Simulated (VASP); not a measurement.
# W (Fm-3m) in VASP: notebook

Runs on W. Level: r2SCAN. Tasks: single point.

Program: VASP 6.6.1. These are calculated values, not measurements. Logs are shortened: lines on timing, memory, paths and dates and some standing lists are left out, and cuts for length are marked.

## 1. The cell of the first run

The structure is cubic, space group Fm-3m (No. 225). Conventional cell: a = 3.964 Å, b = 3.964 Å, c = 3.964 Å, α = 90.00°, β = 90.00°, γ = 90.00°. W (site symmetry m-3m) has 12 W at 2.80 Å within 3.7 Å.

This isn't the form of W at room conditions, which is bcc.

## 2. Single point, r2SCAN (15.57 Å³/atom)

Input file POSCAR:

```
W
1.0
    0.0000000000      1.9819117241      1.9819117241
    1.9819117241      0.0000000000      1.9819117241
    1.9819117241      1.9819117241      0.0000000000
W
1
Direct
    0.0000000000      0.0000000000      0.0000000000
```

Input file INCAR.step1:

```
ALGO = Normal
EDIFF = 1E-4
ENCUT = 520
GGA = PE
ISMEAR = -1
LASPH = True
LCHARG = False
LREAL = False
LWAVE = True
NBANDS = 13
NELM = 100
PREC = Accurate
SIGMA = 0.1
```

Input file INCAR.step2:

```
ALGO = Normal
EDIFF = 1E-7
ENCUT = 520
ISIF = 2
ISMEAR = -1
ISTART = 1
LASPH = True
LCHARG = False
LMIXTAU = True
LREAL = False
LWAVE = False
METAGGA = R2SCAN
NBANDS = 13
NELM = 100
PREC = Accurate
SIGMA = 0.1
```

Input file KPOINTS:

```
k-points
0
Gamma
  15 15 15
```

Potentials or basis: VASP PAW PBE potentials, release 64 (W_sv).

Command:

```sh
$ cat potpaw_PBE.64/W_sv/POTCAR > POTCAR
$ cp INCAR.step1 INCAR
$ mpirun -np 1 vasp_std > vasp.out
$ cp INCAR.step2 INCAR
$ mpirun -np 1 vasp_std > vasp.out
```

OUTCAR:

```text
EDIFF = 1E-7
   ENCUT = 520
   ISIF = 2
   ISMEAR = -1
   ISTART = 1
   LASPH = True
   LREAL = False
   METAGGA = R2SCAN
   NELM = 100
   PREC = Accurate

 ion  position               nearest neighbor table
   1  0.000  0.000  0.000-

  LATTYP: Found a face centered cubic cell.
 ALAT       =     3.9638234482

  Lattice vectors:

 A1 = (   0.0000000000,   1.9819117241,   1.9819117241)
 A2 = (   1.9819117241,   0.0000000000,   1.9819117241)
 A3 = (   1.9819117241,   1.9819117241,   0.0000000000)

Analysis of symmetry for initial positions (statically):
=====================================================================
 Subroutine PRICEL returns:
 Original cell was already a primitive cell.

 Routine SETGRP: Setting up the symmetry group for a
 face centered cubic supercell.

 Subroutine GETGRP returns: Found 48 space group operations
 (whereof 48 operations were pure point group operations)
 out of a pool of 48 trial point group operations.

The static configuration has the point symmetry O_h .

Analysis of symmetry for dynamics (positions and initial velocities):
=====================================================================
 Subroutine PRICEL returns:
 Original cell was already a primitive cell.

 Routine SETGRP: Setting up the symmetry group for a
 face centered cubic supercell.

 Subroutine GETGRP returns: Found 48 space group operations
 (whereof 48 operations were pure point group operations)
 out of a pool of 48 trial point group operations.

The dynamic configuration has the point symmetry O_h .

 Subroutine INISYM returns: Found 48 space group operations
 (whereof 48 operations are pure point group operations),
 and found     1 'primitive' translations

----------------------------------------------------------------------------------------

                                     Primitive cell

  volume of cell :      15.5698

  direct lattice vectors                    reciprocal lattice vectors
     0.000000000  1.981911724  1.981911724    -0.252281670  0.252281670  0.252281670
     1.981911724  0.000000000  1.981911724     0.252281670 -0.252281670  0.252281670
     1.981911724  1.981911724  0.000000000     0.252281670  0.252281670 -0.252281670

  length of vectors
     2.802846440  2.802846440  2.802846440     0.436964671  0.436964671  0.436964671

  position of ions in fractional coordinates (direct lattice)
[... 83 lines left out ...]
   ISIF   =      2    stress and relaxation
   ISYM   =      2    0-nonsym 1-usesym 2-fastsym
   POTIM  = 0.5000    time-step for ionic-motion
   TEBEG  =    0.0;   TEEND  =   0.0 temperature during run
   PSTRESS=    0.0 pullay stress
   NELECT =      14.0000    total number of electrons
   NUPDOWN=      -1.0000    fix difference up-down
   EMIN   =  10.00;   EMAX   =-10.00  energy-range for DOS
   EFERMI =   0.00;   METHOD = LEGACY
   ISMEAR =    -1;   SIGMA  =   0.10  broadening in eV -4-tet -1-fermi 0-gaus
   EFERMI_NEDOS =   21; number of points for ismear=-14 and -15
   IALGO  =     38    algorithm
   IMIX   =      4    mixing-type and parameters
     AMIX     =   0.40;   BMIX     =  1.00
     AMIX_MAG =   1.60;   BMIX_MAG =  1.00
  volume/ion in A,a.u.               =      15.57       105.07
  Fermi-wavevector in a.u.,A,eV,Ry     =   1.580119  2.985992 33.970712  2.496777
  Thomas-Fermi vector in A             =   2.680395
   LORBIT       =      0    0 simple, 1 ext, 2 COOP (PROOUT), +10 PAW based schemes
   METAGGA = R2SCAN    functional components
   LHFCALC =     F    Hartree Fock is set to
   AEXX    =    0.0000 exact exchange contribution
   IVDW    =     0    specifies the selected vdW correction
   LEPSILON=     F    determine dielectric tensor
   LRPA    =     F    only Hartree local field effects (RPA)
 non-spin polarized calculation
  energy-cutoff  :      520.00
  volume of cell :       15.57
 maximum number of plane-waves:       440
 NGX is ok and might be reduce to    24
   NGX = 11   NGY = 11   NGZ = 11

 number of electron      13.9999998 magnetization

 Free energy of the ion-electron system (eV)
  ---------------------------------------------------
  ext. energy  EPLUGINS =         0.00000000
  ---------------------------------------------------
  free energy    TOTEN  =       -50.78697509 eV

  energy without entropy =      -50.75228456  energy(sigma->0) =      -50.76962982

 E-fermi :  11.0842     XC(G=0): -15.0670

 val. band max:       11.0834701301   @ k =   0.2000   0.0667   0.0000
 cond. band min:      11.1113732007   @ k =   0.1333   0.1333   0.0000
 fundamental gap:      0.0279030706
 Fermi energy:        11.0841823382

 k-point     1 :       0.0000    0.0000    0.0000
  band No.  band energies     occupation
      1     -64.4332      2.00000
      2     -27.2904      2.00000
      3     -27.2904      2.00000
      4     -27.2904      2.00000
      5       1.3195      2.00000
      6      10.4178      1.99745
      7      10.4178      1.99745
      8      10.4178      1.99745
      9      14.0536      0.00000
     10      14.0536      0.00000
     11      24.4951      0.00000
     12      30.4454      0.00000
     13      30.4454      0.00000
[... 354 lines left out ...]
  band No.  band energies     occupation
      1     -64.3797      2.00000
      2     -27.7187      2.00000
      3     -27.4234      2.00000
      4     -27.4116      2.00000
      5       3.1138      2.00000
      6       8.9143      2.00000
      7      11.3056      0.19700
      8      11.4559      0.04746
      9      12.4241      0.00000
     10      14.6189      0.00000
     11      27.8308      0.00000
     12      28.4521      0.00000
     13      31.7836      0.00000

 [... further k-points ...]

------------------------ aborting loop because EDIFF is reached ----------------------------------------

  FORCE on cell =-STRESS in cart. coord.  units (eV):
  Direction    XX          YY          ZZ          XY          YZ          ZX
  --------------------------------------------------------------------------------------
  -------------------------------------------------------------------------------------
  Total        1.3889174      1.3889174      1.3889174      0.0000000      0.0000000      0.0000000
  in kB      142.9236432    142.9236432    142.9236432      0.0000000      0.0000000      0.0000000
  external PRESSURE =     142.9236432 kB  Pullay stress =       0.0000000 kB

 VOLUME and BASIS-vectors are now :
 -----------------------------------------------------------------------------
  energy-cutoff  :      520.00
  volume of cell :       15.57
      direct lattice vectors                 reciprocal lattice vectors
     0.000000000  1.981911724  1.981911724    -0.252281670  0.252281670  0.252281670
     1.981911724  0.000000000  1.981911724     0.252281670 -0.252281670  0.252281670
     1.981911724  1.981911724  0.000000000     0.252281670  0.252281670 -0.252281670

 POSITION                                       TOTAL-FORCE (eV/Angst)
 -----------------------------------------------------------------------------------
      0.00000      0.00000      0.00000         0.000000     -0.000000     -0.000000
 -----------------------------------------------------------------------------------
    total drift:                                0.000000      0.000000     -0.000000

  FREE ENERGIE OF THE ION-ELECTRON SYSTEM (eV)
  ---------------------------------------------------
  free  energy   TOTEN  =       -50.7869750871 eV

  energy  without entropy=      -50.7522845610  energy(sigma->0) =      -50.76962982
```

Wall time 32 s (1 thread of Intel Xeon 6975P-C (Granite Rapids), shared host); peak memory 0.16 GiB.

Results:

```yaml
Free_energy: -50.7870 eV
Pressure: 14.3 GPa
Band_gap_on_the_k_mesh: zero (bands 7 and 8 overlap by 3.78 eV)
```

Caveat: the cell stands under pressure; the PAW data sets were made with another functional, which shifts forces and pressure a little; spin-orbit coupling is left out, which moves the levels of the heavy elements.

## 3. Single point, r2SCAN (16.22 Å³/atom)

This run uses another cell than the first one, of 16.22 Å³/atom.

Input file POSCAR:

```
W
1.0
    0.0000000000      2.0090645739      2.0090645739
    2.0090645739      0.0000000000      2.0090645739
    2.0090645739      2.0090645739      0.0000000000
W
1
Direct
    0.0000000000      0.0000000000      0.0000000000
```

Input file INCAR.step1:

```
SYSTEM = W
  PREC = Accurate
  ENCUT = 520
  ISMEAR = -1
  SIGMA = 0.1
  LREAL = .False.
  LASPH = .True.
  NELM = 80
  NBANDS = 13
  GGA = PE
  ALGO = Normal
  EDIFF = 1E-4
  LWAVE = .True.
  LCHARG = .False.
```

Input file INCAR.step2:

```
SYSTEM = W
  PREC = Accurate
  ENCUT = 520
  EDIFF = 1E-6
  ISMEAR = -1
  SIGMA = 0.1
  LREAL = .False.
  LASPH = .True.
  NELM = 80
  ALGO = Normal
  ISIF = 2
  LWAVE = .False.
  LCHARG = .False.
  METAGGA = R2SCAN
  LMIXTAU = .True.
  NBANDS = 13
  ISTART = 1
```

Input file KPOINTS:

```
regular mesh
0
Gamma
  15 15 15
  0 0 0
```

Potentials or basis: VASP PAW PBE potentials, release 64 (W_sv).

Command:

```sh
$ cat potpaw_PBE.64/W_sv/POTCAR > POTCAR
$ cp INCAR.step1 INCAR
$ mpirun -np 1 vasp_std > vasp.out
$ cp INCAR.step2 INCAR
$ mpirun -np 1 vasp_std > vasp.out
```

Run time: 29 s. Hardware: 1 thread of Intel Xeon 6975P-C (Granite Rapids), shared host; peak memory 0.16 GiB.

Results (log left out):

```
Free energy            : -50.8171 eV
Pressure               : 0.9 GPa
Band gap on the k mesh : zero (bands 7 and 8 overlap by 3.47 eV)
```

Levels at points of the mesh, in eV from the Fermi level:
| k point | band 4 | band 5 | band 6 | band 7 | band 8 | band 9 | band 10 | band 11 |
| --- | --- | --- | --- | --- | --- | --- | --- | --- |
| (0.00, 0.00, 0.00) | -38.52 | -9.56 | -0.62 | -0.62 | -0.62 | 2.82 | 2.82 | 13.36 |

Caveat: the PAW data sets were made with another functional, which shifts forces and pressure a little; spin-orbit coupling is left out, which moves the levels of the heavy elements.

## 4. Single point, r2SCAN (16.87 Å³/atom)

This run uses another cell than the first one, of 16.87 Å³/atom.

Input file POSCAR:

```
W
1.0
    0.0000000000      2.0355026659      2.0355026659
    2.0355026659      0.0000000000      2.0355026659
    2.0355026659      2.0355026659      0.0000000000
W
1
Direct
    0.0000000000      0.0000000000      0.0000000000
```

Input file INCAR.step1:

```
SYSTEM = W
  PREC = Accurate
  ENCUT = 520
  ISMEAR = -1
  SIGMA = 0.1
  LREAL = .FALSE.
  LASPH = .TRUE.
  NELM = 80
  NBANDS = 13
  GGA = PE
  ALGO = Normal
  EDIFF = 1E-4
  LWAVE = .TRUE.
  LCHARG = .FALSE.
```

Input file INCAR.step2:

```
SYSTEM = W
  PREC = Accurate
  ENCUT = 520
  EDIFF = 1E-6
  ISMEAR = -1
  SIGMA = 0.1
  LREAL = .FALSE.
  LASPH = .TRUE.
  NELM = 80
  ALGO = Normal
  ISIF = 2
  LWAVE = .FALSE.
  LCHARG = .FALSE.
  METAGGA = R2SCAN
  LMIXTAU = .TRUE.
  NBANDS = 13
  ISTART = 1
```

Input file KPOINTS:

```
regular mesh
0
G
  15 15 15
  0 0 0
```

Command:

```sh
$ cat potpaw_PBE.64/W_sv/POTCAR > POTCAR
$ cp INCAR.step1 INCAR
$ mpirun -np 1 vasp_std > vasp.out
$ cp INCAR.step2 INCAR
$ mpirun -np 1 vasp_std > vasp.out
```

Run time: 29 s. Hardware: 1 thread of Intel Xeon 6975P-C (Granite Rapids), shared host; peak memory 0.16 GiB.

It converged, with:

```yaml
Free_energy: -50.7979 eV
Pressure: -10.1 GPa
Band_gap_on_the_k_mesh: zero (bands 7 and 8 overlap by 3.20 eV)
```

Levels at points of the mesh, in eV from the Fermi level:
| k point | band 5 | band 6 | band 7 | band 8 | band 9 | band 10 |
| --- | --- | --- | --- | --- | --- | --- |
| (0.00, 0.00, 0.00) | -9.36 | -0.58 | -0.58 | -0.58 | 2.68 | 2.68 |

Caveat: the cell stands under tension; the PAW data sets were made with another functional, which shifts forces and pressure a little; spin-orbit coupling is left out, which moves the levels of the heavy elements.

## 5. Single point, r2SCAN (17.52 Å³/atom)

This run uses another cell than the first one, of 17.52 Å³/atom.

Input file POSCAR:

```
W
1.0
    0.0000000000      2.0612712580      2.0612712580
    2.0612712580      0.0000000000      2.0612712580
    2.0612712580      2.0612712580      0.0000000000
W
1
Direct
    0.0000000000      0.0000000000      0.0000000000
```

Input file INCAR.step1:

```
SYSTEM = W
PREC = Accurate ; ENCUT = 520
ISMEAR = -1 ; SIGMA = 0.1
LREAL = .False. ; LASPH = .True.
NELM = 60 ; NBANDS = 13
GGA = PE ; ALGO = Normal
EDIFF = 1E-4 ; LWAVE = .True.
LCHARG = .False.
```

Input file INCAR.step2:

```
SYSTEM = W
PREC = Accurate ; ENCUT = 520
EDIFF = 1E-7 ; ISMEAR = -1
SIGMA = 0.1 ; LREAL = .False.
LASPH = .True. ; NELM = 60
ALGO = Normal ; ISIF = 2
LWAVE = .False. ; LCHARG = .False.
METAGGA = R2SCAN ; LMIXTAU = .True.
NBANDS = 13 ; ISTART = 1
```

Input file KPOINTS:

```
Automatic mesh
0
Gamma
  15 15 15
  0 0 0
```

Command:

```sh
$ cat potpaw_PBE.64/W_sv/POTCAR > POTCAR
$ cp INCAR.step1 INCAR
$ mpirun -np 1 vasp_std > vasp.out
$ cp INCAR.step2 INCAR
$ mpirun -np 1 vasp_std > vasp.out
```

Run time: 33 s. Hardware: 1 thread of Intel Xeon 6975P-C (Granite Rapids), shared host; peak memory 0.16 GiB.

The run converged. Its results:

```
Free energy            : -50.7383 eV
Pressure               : -19.1 GPa
Band gap on the k mesh : zero (bands 7 and 8 overlap by 2.97 eV)
```

Levels at points of the mesh, in eV from the Fermi level:
```tsv
k point	band 5	band 6	band 7	band 8	band 9	band 10
(0.00, 0.00, 0.00)	-9.17	-0.54	-0.54	-0.54	2.56	2.56
```

Caveat: the cell stands under tension; the PAW data sets were made with another functional, which shifts forces and pressure a little; spin-orbit coupling is left out, which moves the levels of the heavy elements.

## 6. Overview

```csv
cell,gap on the mesh (eV),pressure (GPa)
"a = 2.803 Å, angles 60.0°, 1 atom",none,14.3
"a = 2.841 Å, angles 60.0°, 1 atom",none,0.9
"a = 2.879 Å, angles 60.0°, 1 atom",none,-10.1
"a = 2.915 Å, angles 60.0°, 1 atom",none,-19.1
```

Alike in all rows: task single point; level r2SCAN; potentials or basis VASP PAW PBE potentials, release 64 (W_sv); no spin polarisation; k mesh 15 × 15 × 15; cutoff (eV) 520; smearing fermi-dirac 0.1 eV.

Caveats: the PAW data sets were made with another functional, which shifts forces and pressure a little; spin-orbit coupling is left out, which moves the levels of the heavy elements; the cell stands under tension (at least some runs); the cell stands under pressure (at least some runs).

Total energies depend on the potentials used, so only differences within one code and one set of settings carry meaning.
